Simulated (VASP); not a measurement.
# Mo16S in VASP: single point with PBE

Aim: the single point of Mo16S with PBE.

Everything below comes from runs of VASP 6.6.1. Logs are shortened: lines on timing, memory, paths and dates and some standing lists are left out, and cuts for length are marked.

## (1) The cell of the first run

The cell holds a slab with vacuum, 17 atoms: a = 6.321 Å, b = 6.321 Å, c = 20.088 Å, α = 90.00°, β = 90.00°, γ = 90.00°.

## (2) Single point, PBE

Contents of INCAR:

```
PREC = Accurate ; ENCUT = 520
EDIFF = 1E-6 ; ISMEAR = 0
SIGMA = 0.1 ; LREAL = Auto
LASPH = True ; NELM = 60
ALGO = Fast ; ISIF = 2
LWAVE = False ; LCHARG = True
LDIPOL = True ; IDIPOL = 3
DIPOL = 0.5 0.5 0.329 ; GGA = PE
LELF = True ; LVHAR = True
LVACPOTAV = True ; NBANDS = 129
```

Contents of KPOINTS:

```
Automatic mesh
0
Gamma
  4 4 1
```

Contents of POSCAR:

```
Mo16S
1.0
    6.3209357480      0.0000000000      0.0000000000
    0.0000000000      6.3209357480      0.0000000000
    0.0000000000      0.0000000000     20.0883894757
Mo S
16 1
Direct
    0.2500000000      0.2500000000      0.1991199944
    0.2500000000      0.7500000000      0.1991199944
    0.7500000000      0.2500000000      0.1991199944
    0.7500000000      0.7500000000      0.1991199944
    0.0000000000      0.0000000000      0.2777840375
    0.0000000000      0.5000000000      0.2777840375
    0.5000000000      0.0000000000      0.2777840375
    0.5000000000      0.5000000000      0.2777840375
    0.2500000000      0.2500000000      0.3589730511
    0.2500000000      0.7500000000      0.3589730511
    0.7500000000      0.2500000000      0.3589730511
    0.7500000000      0.7500000000      0.3589730511
    0.0000000000      0.0000000000      0.4275300161
    0.0000000000      0.5000000000      0.4275300161
    0.5000000000      0.0000000000      0.4275300161
    0.5000000000      0.5000000000      0.4275300161
    0.0000000000      0.0625000000      0.5347077161
```

Potentials or basis: VASP PAW PBE potentials, release 64 (Mo_sv, S).

The run is started by

```sh
cat potpaw_PBE.64/Mo_sv/POTCAR potpaw_PBE.64/S/POTCAR > POTCAR
mpirun -np 1 vasp_std > vasp.out
```

OUTCAR:

```text
PREC = Accurate
   ENCUT = 520
   EDIFF = 1E-6
   ISMEAR = 0
   LREAL = Auto
   LASPH = True
   NELM = 60
   ISIF = 2
   GGA = PE

 ion  position               nearest neighbor table
   1  0.250  0.250  0.199-   5 2.74   6 2.74   7 2.74   8 2.74   2 3.16   3 3.16   2 3.16   3 3.16
                             9 3.21
   2  0.250  0.750  0.199-   5 2.74   6 2.74   7 2.74   8 2.74   1 3.16   4 3.16   1 3.16   4 3.16
                            10 3.21
   3  0.750  0.250  0.199-   5 2.74   6 2.74   7 2.74   8 2.74   1 3.16   4 3.16   4 3.16   1 3.16
                            11 3.21
   4  0.750  0.750  0.199-   5 2.74   6 2.74   7 2.74   8 2.74   2 3.16   3 3.16   3 3.16   2 3.16
                            12 3.21
   5  0.000  0.000  0.278-   1 2.74   2 2.74   3 2.74   4 2.74   9 2.77  10 2.77  11 2.77  12 2.77
                            13 3.01   7 3.16   6 3.16   6 3.16   7 3.16
   6  0.000  0.500  0.278-   1 2.74   2 2.74   3 2.74   4 2.74   9 2.77  10 2.77  11 2.77  12 2.77
                            14 3.01   8 3.16   5 3.16   5 3.16   8 3.16
   7  0.500  0.000  0.278-   1 2.74   2 2.74   3 2.74   4 2.74   9 2.77  10 2.77  11 2.77  12 2.77
                            15 3.01   8 3.16   5 3.16   8 3.16   5 3.16
   8  0.500  0.500  0.278-   1 2.74   2 2.74   3 2.74   4 2.74   9 2.77  10 2.77  11 2.77  12 2.77
                            16 3.01   7 3.16   6 3.16   7 3.16   6 3.16
   9  0.250  0.250  0.359-  13 2.63  14 2.63  15 2.63  16 2.63   5 2.77   6 2.77   7 2.77   8 2.77
                            10 3.16  11 3.16  10 3.16  11 3.16   1 3.21
  10  0.250  0.750  0.359-  13 2.63  14 2.63  15 2.63  16 2.63   5 2.77   6 2.77   7 2.77   8 2.77
                             9 3.16  12 3.16   9 3.16  12 3.16   2 3.21
  11  0.750  0.250  0.359-  13 2.63  14 2.63  15 2.63  16 2.63   5 2.77   6 2.77   7 2.77   8 2.77
                             9 3.16  12 3.16  12 3.16   9 3.16   3 3.21
  12  0.750  0.750  0.359-  13 2.63  14 2.63  15 2.63  16 2.63   5 2.77   6 2.77   7 2.77   8 2.77
                            10 3.16  11 3.16  11 3.16  10 3.16   4 3.21
  13  0.000  0.000  0.428-  17 2.19  10 2.63  11 2.63  12 2.63   9 2.63   5 3.01  15 3.16  14 3.16
                            14 3.16  15 3.16
  14  0.000  0.500  0.428-   9 2.63  10 2.63  11 2.63  12 2.63   6 3.01  13 3.16  16 3.16  13 3.16
                            16 3.16
  15  0.500  0.000  0.428-   9 2.63  10 2.63  11 2.63  12 2.63   7 3.01  13 3.16  16 3.16  16 3.16
                            13 3.16
  16  0.500  0.500  0.428-   9 2.63  10 2.63  11 2.63  12 2.63   8 3.01  14 3.16  15 3.16  15 3.16
                            14 3.16
  17  0.000  0.062  0.535-  13 2.19

  LATTYP: Found a simple tetragonal cell.
 ALAT       =     6.3209357480
 C/A-ratio  =     3.1780720888

  Lattice vectors:

 A1 = (   6.3209357480,   0.0000000000,   0.0000000000)
 A2 = (   0.0000000000,   6.3209357480,   0.0000000000)
 A3 = (   0.0000000000,   0.0000000000,  20.0883894757)

Analysis of symmetry for initial positions (statically):
=====================================================================
 Subroutine PRICEL returns:
 Original cell was already a primitive cell.

 Routine SETGRP: Setting up the symmetry group for a
 simple tetragonal supercell.

 Subroutine GETGRP returns: Found  2 space group operations
 (whereof  2 operations were pure point group operations)
 out of a pool of 16 trial point group operations.

The static configuration has the point symmetry C_1h.

Analysis of symmetry for dynamics (positions and initial velocities):
=====================================================================
 Subroutine PRICEL returns:
 Original cell was already a primitive cell.

 Routine SETGRP: Setting up the symmetry group for a
 simple tetragonal supercell.

 Subroutine GETGRP returns: Found  2 space group operations
 (whereof  2 operations were pure point group operations)
 out of a pool of 16 trial point group operations.

The dynamic configuration has the point symmetry C_1h.

 Subroutine INISYM returns: Found  2 space group operations
 (whereof  2 operations are pure point group operations),
 and found     1 'primitive' translations

----------------------------------------------------------------------------------------

                                     Primitive cell

  volume of cell :     802.6161

  direct lattice vectors                    reciprocal lattice vectors
     6.320935748  0.000000000  0.000000000     0.158204424  0.000000000  0.000000000
     0.000000000  6.320935748  0.000000000     0.000000000  0.158204424  0.000000000
     0.000000000  0.000000000 20.088389476     0.000000000  0.000000000  0.049779999

  length of vectors
     6.320935748  6.320935748 20.088389476     0.158204424  0.158204424  0.049779999

  position of ions in fractional coordinates (direct lattice)
     0.250000000  0.250000000  0.199119994
     0.250000000  0.750000000  0.199119994
     0.750000000  0.250000000  0.199119994
     0.750000000  0.750000000  0.199119994
     0.000000000  0.000000000  0.277784037
     0.000000000  0.500000000  0.277784037
[... 9 lines left out ...]
     0.500000000  0.500000000  0.427530016
     0.000000000  0.062500000  0.534707716

  ion indices of the primitive-cell ions
   primitive index   ion index
                 1           1
                 2           2
                 3           3
                 4           4
                 5           5
                 6           6
[... 9 lines left out ...]
                16          16
                17          17

----------------------------------------------------------------------------------------

 KPOINTS: Automatic mesh

Automatic generation of k-mesh.
 Grid dimensions read from file:
 generate k-points for:    4    4    1

 Generating k-lattice:

  Cartesian coordinates                     Fractional coordinates (reciprocal lattice)
     0.039551106  0.000000000  0.000000000     0.250000000  0.000000000  0.000000000
     0.000000000  0.039551106  0.000000000     0.000000000  0.250000000  0.000000000
     0.000000000  0.000000000  0.049779999     0.000000000  0.000000000  1.000000000

  Length of vectors
     0.039551106  0.039551106  0.049779999

  Shift w.r.t. Gamma in fractional coordinates (k-lattice)
     0.000000000  0.000000000  0.000000000

 Subroutine IBZKPT returns following result:
 ===========================================

 Found      9 irreducible k-points:

 Following reciprocal coordinates:
            Coordinates               Weight
  0.000000  0.000000  0.000000      1.000000
  0.250000  0.000000  0.000000      2.000000
  0.000000  0.250000  0.000000      2.000000
  0.500000  0.000000  0.000000      1.000000
  0.000000  0.500000  0.000000      1.000000
  0.250000  0.250000  0.000000      4.000000
  0.500000  0.250000  0.000000      2.000000
 -0.250000  0.500000  0.000000      2.000000
  0.500000  0.500000  0.000000      1.000000
   k-points           NKPTS =      9   k-points in BZ     NKDIM =      9   number of bands    NBANDS=    129
   number of dos      NEDOS =    301   number of ions     NIONS =     17
   total plane-waves  NPLWV = 345600
   dimension x,y,z NGX =    48 NGY =   48 NGZ =  150
   dimension x,y,z NGXF=    96 NGYF=   96 NGZF=  300
   ions per type =              16   1
   NGX,Y,Z   is equivalent  to a cutoff of  12.62, 12.62, 12.41 a.u.
   NGXF,Y,Z  is equivalent  to a cutoff of  25.25, 25.25, 24.83 a.u.
 SYSTEM =  unknown system
   PREC   = accura    normal or accurate (medium, high low for compatibility)
   ISTART =      0    job   : 0-new  1-cont  2-samecut
   ICHARG =      2    charge: 1-file 2-atom 10-const
   ISPIN  =      1    spin polarized calculation?
   LNONCOLLINEAR =      F non collinear calculations
   LSORBIT =      F    spin-orbit coupling
   LASPH  =      T    aspherical Exc in radial PAW
   ENCUT  =  520.0 eV  38.22 Ry    6.18 a.u.  11.75 11.75 37.35*2*pi/ulx,y,z
   NELM   =     60;   NELMIN=  2; NELMDL= -5     # of ELM steps
   EDIFF  = 0.1E-05   stopping-criterion for ELM
   LREAL  =      T    real-space projection
   EDIFFG = 0.1E-04   stopping-criterion for IOM
   NSW    =      0    number of steps for IOM
   IBRION =     -1    ionic relax: 0-MD 1-quasi-New 2-CG
   NFREE  =      0    steps in history (QN), initial steepest desc. (CG)
   ISIF   =      2    stress and relaxation
   ISYM   =      2    0-nonsym 1-usesym 2-fastsym
   POTIM  = 0.5000    time-step for ionic-motion
   TEBEG  =    0.0;   TEEND  =   0.0 temperature during run
   PSTRESS=    0.0 pullay stress
   NELECT =     230.0000    total number of electrons
   NUPDOWN=      -1.0000    fix difference up-down
   EMIN   =  10.00;   EMAX   =-10.00  energy-range for DOS
   EFERMI =   0.00;   METHOD = LEGACY
   ISMEAR =     0;   SIGMA  =   0.10  broadening in eV -4-tet -1-fermi 0-gaus
   EFERMI_NEDOS =   21; number of points for ismear=-14 and -15
   IALGO  =     68    algorithm
   IMIX   =      4    mixing-type and parameters
     AMIX     =   0.40;   BMIX     =  1.00
     AMIX_MAG =   1.60;   BMIX_MAG =  1.00
  volume/ion in A,a.u.               =      47.21       318.61
  Fermi-wavevector in a.u.,A,eV,Ry     =   1.079315  2.039609 15.849706  1.164921
  Thomas-Fermi vector in A             =   2.215277
   LORBIT       =      0    0 simple, 1 ext, 2 COOP (PROOUT), +10 PAW based schemes
   GGA     = PE    functional components
   LHFCALC =     F    Hartree Fock is set to
   AEXX    =    0.0000 exact exchange contribution
   IVDW    =     0    specifies the selected vdW correction
   LEPSILON=     F    determine dielectric tensor
   LRPA    =     F    only Hartree local field effects (RPA)
 non-spin polarized calculation
 RMM-DIIS sequential band-by-band and
 Gauss-broadening in eV      SIGMA  =   0.10
  energy-cutoff  :      520.00
  volume of cell :      802.62
 maximum number of plane-waves:     21671
 NGX is ok and might be reduce to    48
   NGX = 23   NGY = 23   NGZ = 75

 dipolmoment           0.000000      0.000000     -1.646752 electrons x Angstroem

 number of electron     230.0000020 magnetization

 dipolmoment           0.000000      0.000000      0.227293 electrons x Angstroem

 Free energy of the ion-electron system (eV)
  ---------------------------------------------------
  ext. energy  EPLUGINS =         0.00000000
  ---------------------------------------------------
  free energy    TOTEN  =      -164.05630369 eV

  energy without entropy =     -163.96173634  energy(sigma->0) =     -164.00902002

 E-fermi :   1.2015     XC(G=0):  -5.5519

 val. band max:        1.2012132394   @ k =   0.0000   0.2500   0.0000
 cond. band min:       1.2081930038   @ k =   0.2500   0.2500   0.0000
 fundamental gap:      0.0069797644
 Fermi energy:         1.2015243182

 k-point     1 :       0.0000    0.0000    0.0000
  band No.  band energies     occupation
      1     -59.7235      2.00000
      2     -59.5713      2.00000
      3     -59.5611      2.00000
      4     -59.5537      2.00000
      5     -59.5283      2.00000
      6     -59.5271      2.00000
[... 119 lines left out ...]
    126       2.6265      0.00000
    127       2.8075      0.00000

 k-point     2 :       0.2500    0.0000    0.0000
  band No.  band energies     occupation
      1     -59.7067      2.00000
      2     -59.6010      2.00000
      3     -59.5637      2.00000
      4     -59.5517      2.00000
      5     -59.5323      2.00000
      6     -59.5239      2.00000
[... 1029 lines left out ...]
    126       2.4953      0.00000
    127       2.5489      0.00000
 [bands above 127 left out]

------------------------ aborting loop because EDIFF is reached ----------------------------------------

  FORCE on cell =-STRESS in cart. coord.  units (eV):
  Direction    XX          YY          ZZ          XY          YZ          ZX
  --------------------------------------------------------------------------------------
  -------------------------------------------------------------------------------------
  Total      -19.8379226    -20.2268300     -7.1945494      0.0000000      0.6641515      0.0000000
  in kB      -39.6003390    -40.3766735    -14.3617151      0.0000000      1.3257751      0.0000000
  external PRESSURE =     -31.4462425 kB  Pullay stress =       0.0000000 kB

 VOLUME and BASIS-vectors are now :
 -----------------------------------------------------------------------------
  energy-cutoff  :      520.00
  volume of cell :      802.62
      direct lattice vectors                 reciprocal lattice vectors
     6.320935748  0.000000000  0.000000000     0.158204424  0.000000000  0.000000000
     0.000000000  6.320935748  0.000000000     0.000000000  0.158204424  0.000000000
     0.000000000  0.000000000 20.088389476     0.000000000  0.000000000  0.049779999

 POSITION                                       TOTAL-FORCE (eV/Angst)
 -----------------------------------------------------------------------------------
      1.58023      1.58023      4.00000         0.046145      0.041124      1.793183
      1.58023      4.74070      4.00000         0.057958     -0.045620      1.756712
      4.74070      1.58023      4.00000        -0.046145      0.041124      1.793183
      4.74070      4.74070      4.00000        -0.057958     -0.045620      1.756712
      0.00000      0.00000      5.58023         0.000000      0.013495     -2.106396
      0.00000      3.16047      5.58023         0.000000      0.019576     -1.699550
[... 9 lines left out ...]
      3.16047      3.16047      8.58839         0.000000     -0.051307      0.131497
      0.00000      0.39506     10.74142         0.000000      0.294070     -0.029571
 -----------------------------------------------------------------------------------
    total drift:                                0.000000      0.000008     -0.003178

  FREE ENERGIE OF THE ION-ELECTRON SYSTEM (eV)
  ---------------------------------------------------
  free  energy   TOTEN  =      -164.0563036905 eV

  energy  without entropy=     -163.9617363397  energy(sigma->0) =     -164.00902002

 vacuum level on the upper side and lower side of the slab         6.074         5.045
```

Wall time 54 min (1 thread of Oxide Virtual Turin-like, shared host); peak memory 0.99 GiB.

What came out:

| Item | Value |
| --- | --- |
| Free energy | -164.0563 eV |
| Largest force | 2.147 eV/Å |
| Band gap on the k mesh | zero (bands 115 and 116 overlap by 0.40 eV) |

Forces on the atoms (eV/Å):
```
Mo   0.046  0.041  1.793
Mo   0.058 -0.046  1.757
Mo  -0.046  0.041  1.793
Mo  -0.058 -0.046  1.757
Mo   0.000  0.013 -2.106
Mo   0.000  0.020 -1.700
Mo   0.000 -0.016 -1.728
Mo   0.000  0.044 -2.147
Mo   0.385  0.407 -0.513
Mo   0.560 -0.469 -0.375
Mo  -0.385  0.407 -0.513
Mo  -0.560 -0.469 -0.375
Mo   0.000 -0.222  1.888
Mo   0.000  0.039  0.286
Mo   0.000  0.014  0.082
Mo   0.000 -0.051  0.131
S    0.000  0.294 -0.030
```
